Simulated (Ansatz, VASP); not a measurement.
ZnS in VASP and in Ansatz

```
Zn S
1.0
     3.87428    0.00000    0.00000
    -1.93714    3.35522    0.00000
     0.00000    0.00000    6.95588
Zn S
2 2
Direct
  0.33333 0.66667 0.00520
  0.66667 0.33333 0.50520
  0.33333 0.66667 0.37980
  0.66667 0.33333 0.87980
```

Alike in both runs: task single point; functional PBE; k mesh 9 × 9 × 6; occupations gaussian, width 0.05 eV; no spin polarisation.

|  | VASP | Ansatz |
| --- | --- | --- |
| version | VASP 6.6.1 | Ansatz 0.2.0 |
| potentials or method | VASP PAW PBE potentials, release 64 (Zn, S), cutoff 520 eV | scalar-relativistic, plane waves, PAW |
| valence electrons in the cell | 36 | 36 |

```csv
,VASP,Ansatz,Ansatz less VASP
gap on the k mesh at the Fermi level (eV),1.40,1.41,+0.004
least direct gap on the mesh (eV),1.40,1.41,+0.004
pressure (GPa),-5.4,-5.5,-0.09
"traceless stress, the component that is largest in VASP (GPa)",-4.50,-4.46,+0.040
```

With one functional, cell and mesh, what is left measures potentials, basis and numerics.
